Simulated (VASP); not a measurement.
# InGa5As6 (P-4m2) in VASP: notebook

The runs below take InGa5As6 through single point, relaxation of cell and atoms, with PBE.

Program: VASP 6.6.1. These are calculated values, not measurements. Logs are shortened: lines on timing, memory, paths and dates and some standing lists are left out, and cuts for length are marked.

## Step 1: The cell of the first run

It takes space group P-4m2 (No. 115, tetragonal). Conventional cell: a = 4.149 Å, b = 4.149 Å, c = 17.335 Å, α = 90.00°, β = 90.00°, γ = 90.00°. Within 3.5 Å of In (site symmetry -4m2) lie 4 As at 2.65 Å. Within 3.3 Å of Ga (site symmetry 2mm) lie 4 As at 2.51 Å. Ga (site symmetry -4m2) has 4 As at 2.51 Å within 3.3 Å. Ga (site symmetry 2mm) has 4 As at 2.50 to 2.51 Å within 3.3 Å. Within 3.3 Å of As (site symmetry 2mm) lie 4 Ga at 2.51 Å. As (site symmetry 2mm) has 4 Ga at 2.51 Å within 3.3 Å. As (site symmetry 2mm) has 2 Ga at 2.50 Å and 2 In at 2.65 Å within 3.3 Å.

## Step 2: Single point, PBE

INCAR

```
SYSTEM = InGa5As6
PREC     = Accurate       ! precision mode
ENCUT    = 520            ! plane-wave cutoff, eV
EDIFF    = 1E-6           ! SCF threshold, eV
ISMEAR   = 0              ! smearing method
SIGMA    = 0.1            ! smearing width, eV
LREAL    = .False.        ! projectors in reciprocal space
LASPH    = .True.         ! aspherical terms in the spheres
NELM     = 60             ! most SCF steps
ALGO     = Normal         ! electronic algorithm
ISIF     = 2              ! what is computed and relaxed
LWAVE    = .False.        ! write WAVECAR
LCHARG   = .False.        ! write CHGCAR
GGA      = PE             ! functional
NBANDS   = 66             ! bands
```

KPOINTS

```
Automatic mesh
0
Gamma
  4 4 1
  0 0 0
```

POSCAR

```
InGa5As6
1.0
    4.1487193443      0.0000000000      0.0000000000
    0.0000000000      4.1487193443      0.0000000000
    0.0000000000      0.0000000000     17.3345843124
In Ga As
1 5 6
Direct
    0.0000000000      0.0000000000      0.5000000000
    0.0000000000      0.0000000000      0.8376316889
    0.5000000000      0.5000000000      0.0000000000
    0.0000000000      0.0000000000      0.1623683111
    0.5000000000      0.5000000000      0.3248168066
    0.5000000000      0.5000000000      0.6751831934
    0.5000000000      0.0000000000      0.0811513295
    0.0000000000      0.5000000000      0.2435082655
    0.5000000000      0.0000000000      0.4051709001
    0.0000000000      0.5000000000      0.5948290999
    0.5000000000      0.0000000000      0.7564917345
    0.0000000000      0.5000000000      0.9188486705
```

Potentials or basis: VASP PAW PBE potentials, release 64 (In_d, Ga_d, As).

Command:

```
cat potpaw_PBE.64/In_d/POTCAR potpaw_PBE.64/Ga_d/POTCAR potpaw_PBE.64/As/POTCAR > POTCAR
mpirun -np 1 vasp_std > vasp.out
```

OUTCAR:

```text
SYSTEM = InGa5As6
   PREC = Accurate
   ENCUT = 520
   EDIFF = 1E-6
   ISMEAR = 0
   LREAL = .False.
   LASPH = .True.
   NELM = 60
   ISIF = 2
   GGA = PE

 ion  position               nearest neighbor table
   1  0.000  0.000  0.500-   9 2.65  10 2.65  10 2.65   9 2.65
   2  0.000  0.000  0.838-  11 2.51  11 2.51  12 2.51  12 2.51
   3  0.500  0.500  0.000-   7 2.51  12 2.51   7 2.51  12 2.51
   4  0.000  0.000  0.162-   8 2.51   8 2.51   7 2.51   7 2.51
   5  0.500  0.500  0.325-   9 2.50   9 2.50   8 2.51   8 2.51
   6  0.500  0.500  0.675-  10 2.50  10 2.50  11 2.51  11 2.51
   7  0.500  0.000  0.081-   3 2.51   3 2.51   4 2.51   4 2.51
   8  0.000  0.500  0.244-   4 2.51   4 2.51   5 2.51   5 2.51
   9  0.500  0.000  0.405-   5 2.50   5 2.50   1 2.65   1 2.65
  10  0.000  0.500  0.595-   6 2.50   6 2.50   1 2.65   1 2.65
  11  0.500  0.000  0.756-   2 2.51   2 2.51   6 2.51   6 2.51
  12  0.000  0.500  0.919-   3 2.51   3 2.51   2 2.51   2 2.51

  LATTYP: Found a simple tetragonal cell.
 ALAT       =     4.1487193443
 C/A-ratio  =     4.1782976562

  Lattice vectors:

 A1 = (   4.1487193443,   0.0000000000,   0.0000000000)
 A2 = (   0.0000000000,   4.1487193443,   0.0000000000)
 A3 = (   0.0000000000,   0.0000000000,  17.3345843124)

Analysis of symmetry for initial positions (statically):
=====================================================================
 Subroutine PRICEL returns:
 Original cell was already a primitive cell.

 Routine SETGRP: Setting up the symmetry group for a
 simple tetragonal supercell.

 Subroutine GETGRP returns: Found  8 space group operations
 (whereof  8 operations were pure point group operations)
 out of a pool of 16 trial point group operations.

The static configuration has the point symmetry D_2d.

Analysis of symmetry for dynamics (positions and initial velocities):
=====================================================================
 Subroutine PRICEL returns:
 Original cell was already a primitive cell.

 Routine SETGRP: Setting up the symmetry group for a
 simple tetragonal supercell.

 Subroutine GETGRP returns: Found  8 space group operations
 (whereof  8 operations were pure point group operations)
 out of a pool of 16 trial point group operations.

The dynamic configuration has the point symmetry D_2d.

 Subroutine INISYM returns: Found  8 space group operations
 (whereof  8 operations are pure point group operations),
 and found     1 'primitive' translations

[... 107 lines left out ...]
   NUPDOWN=      -1.0000    fix difference up-down
   EMIN   =  10.00;   EMAX   =-10.00  energy-range for DOS
   EFERMI =   0.00;   METHOD = LEGACY
   ISMEAR =     0;   SIGMA  =   0.10  broadening in eV -4-tet -1-fermi 0-gaus
   EFERMI_NEDOS =   21; number of points for ismear=-14 and -15
   IALGO  =     38    algorithm
   IMIX   =      4    mixing-type and parameters
     AMIX     =   0.40;   BMIX     =  1.00
     AMIX_MAG =   1.60;   BMIX_MAG =  1.00
  volume/ion in A,a.u.               =      24.86       167.79
  Fermi-wavevector in a.u.,A,eV,Ry     =   1.166726  2.204793 18.520927  1.361250
  Thomas-Fermi vector in A             =   2.303236
   LORBIT       =      0    0 simple, 1 ext, 2 COOP (PROOUT), +10 PAW based schemes
   GGA     = PE    functional components
   LHFCALC =     F    Hartree Fock is set to
   AEXX    =    0.0000 exact exchange contribution
   IVDW    =     0    specifies the selected vdW correction
   LEPSILON=     F    determine dielectric tensor
   LRPA    =     F    only Hartree local field effects (RPA)
 non-spin polarized calculation
 Gauss-broadening in eV      SIGMA  =   0.10
  energy-cutoff  :      520.00
  volume of cell :      298.36
 maximum number of plane-waves:      8064
 NGX is ok and might be reduce to    32
   NGX = 15   NGY = 15   NGZ = 65

 number of electron     107.9999956 magnetization

 Free energy of the ion-electron system (eV)
  ---------------------------------------------------
  ext. energy  EPLUGINS =         0.00000000
  ---------------------------------------------------
  free energy    TOTEN  =       -48.64868443 eV

  energy without entropy =      -48.63848249  energy(sigma->0) =      -48.64358346

 E-fermi :   3.5538     XC(G=0):  -9.2286

 val. band max:        3.5251947614   @ k =   0.0000   0.0000   0.0000
 cond. band min:       4.7585088181   @ k =   0.2500   0.0000   0.0000
 fundamental gap:      1.2333140567
 Fermi energy:         3.5538340467

 k-point     1 :       0.0000    0.0000    0.0000
  band No.  band energies     occupation
      1     -11.2794      2.00000
      2     -11.2709      2.00000
      3     -11.2506      2.00000
      4     -11.2221      2.00000
      5     -11.2078      2.00000
      6     -11.2078      2.00000
[... 403 lines left out ...]
     65       7.0169      0.00000
     66       7.0416      0.00000

------------------------ aborting loop because EDIFF is reached ----------------------------------------

  FORCE on cell =-STRESS in cart. coord.  units (eV):
  Direction    XX          YY          ZZ          XY          YZ          ZX
  --------------------------------------------------------------------------------------
  -------------------------------------------------------------------------------------
  Total        0.1524156      0.1524156      0.0518873      0.0000000      0.0000000     -0.0000000
  in kB        0.8184621      0.8184621      0.2786315      0.0000000      0.0000000     -0.0000000
  external PRESSURE =       0.6385186 kB  Pullay stress =       0.0000000 kB

 VOLUME and BASIS-vectors are now :
 -----------------------------------------------------------------------------
  energy-cutoff  :      520.00
  volume of cell :      298.36
      direct lattice vectors                 reciprocal lattice vectors
     4.148719344  0.000000000  0.000000000     0.241038238  0.000000000  0.000000000
     0.000000000  4.148719344  0.000000000     0.000000000  0.241038238  0.000000000
     0.000000000  0.000000000 17.334584312     0.000000000  0.000000000  0.057688144

 POSITION                                       TOTAL-FORCE (eV/Angst)
 -----------------------------------------------------------------------------------
      0.00000      0.00000      8.66729         0.000000     -0.000000      0.000000
      0.00000      0.00000     14.52000        -0.000000     -0.000000      0.005065
      2.07436      2.07436      0.00000         0.000000      0.000000      0.000000
      0.00000      0.00000      2.81459        -0.000000     -0.000000     -0.005065
      2.07436      2.07436      5.63056         0.000000      0.000000      0.000202
      2.07436      2.07436     11.70402         0.000000      0.000000     -0.000202
      2.07436      0.00000      1.40672         0.000000     -0.000000      0.001494
      0.00000      2.07436      4.22111         0.000000     -0.000000     -0.001345
      2.07436      0.00000      7.02347         0.000000     -0.000000      0.034982
      0.00000      2.07436     10.31112         0.000000     -0.000000     -0.034982
      2.07436      0.00000     13.11347         0.000000     -0.000000      0.001345
      0.00000      2.07436     15.92786         0.000000     -0.000000     -0.001494
 -----------------------------------------------------------------------------------
    total drift:                                0.000000     -0.000000      0.000000

  FREE ENERGIE OF THE ION-ELECTRON SYSTEM (eV)
  ---------------------------------------------------
  free  energy   TOTEN  =       -48.6486844295 eV

  energy  without entropy=      -48.6384824853  energy(sigma->0) =      -48.64358346
```

OSZICAR:

```text
N       E                     dE             d eps       ncg     rms          rms(c)
DAV:   1     0.106905915341E+04    0.10691E+04   -0.47404E+04   870   0.219E+03
DAV:   2     0.153342276848E+03   -0.91572E+03   -0.88310E+03   840   0.638E+02
DAV:   3    -0.330688695468E+02   -0.18641E+03   -0.17896E+03   908   0.208E+02
DAV:   4    -0.489747304417E+02   -0.15906E+02   -0.15630E+02   972   0.574E+01
DAV:   5    -0.496666947865E+02   -0.69196E+00   -0.68952E+00  1006   0.130E+01    0.813E+00
DAV:   6    -0.487276619364E+02    0.93903E+00   -0.20269E+00  1136   0.118E+01    0.426E+00
DAV:   7    -0.486423700775E+02    0.85292E-01   -0.98525E-01  1008   0.339E+00    0.134E+00
DAV:   8    -0.486464651491E+02   -0.40951E-02   -0.15823E-01   984   0.348E+00    0.462E-01
DAV:   9    -0.486471161589E+02   -0.65101E-03   -0.16188E-02   916   0.170E+00    0.305E-01
DAV:  10    -0.486481900245E+02   -0.10739E-02   -0.59740E-03  1056   0.114E+00    0.225E-01
DAV:  11    -0.486486585915E+02   -0.46857E-03   -0.25388E-03   916   0.589E-01    0.577E-02
DAV:  12    -0.486486691155E+02   -0.10524E-04   -0.70667E-04  1222   0.183E-01    0.284E-02
DAV:  13    -0.486486828087E+02   -0.13693E-04   -0.12507E-04  1020   0.649E-02    0.943E-03
DAV:  14    -0.486486845058E+02   -0.16971E-05   -0.19994E-05   984   0.504E-02    0.675E-03
DAV:  15    -0.486486844295E+02    0.76301E-07   -0.20357E-06   650   0.383E-02
   1 F= -.48648684E+02 E0= -.48643583E+02  d E =-.102019E-01
```

Wall time 2.1 min (1 thread of AMD EPYC 9R45 (Zen 5), shared host); peak memory 0.36 GiB.

Results:

| Property | Result |
| --- | --- |
| Free energy | -48.6487 eV |
| Pressure | 0.1 GPa |
| Largest force | 0.035 eV/Å |

Forces in eV/Å, atoms in the order of the input:
```
In   0.000  0.000  0.000
Ga   0.000  0.000  0.005
Ga   0.000  0.000  0.000
Ga   0.000  0.000 -0.005
Ga   0.000  0.000  0.000
Ga   0.000  0.000  0.000
As   0.000  0.000  0.001
As   0.000  0.000 -0.001
As   0.000  0.000  0.035
As   0.000  0.000 -0.035
As   0.000  0.000  0.001
As   0.000  0.000 -0.001
```

Caveat: the k points lie up to 0.38 Å⁻¹ apart; spin-orbit coupling is left out, which moves the levels of the heavy elements.

(Continued in part 2 of 2.)
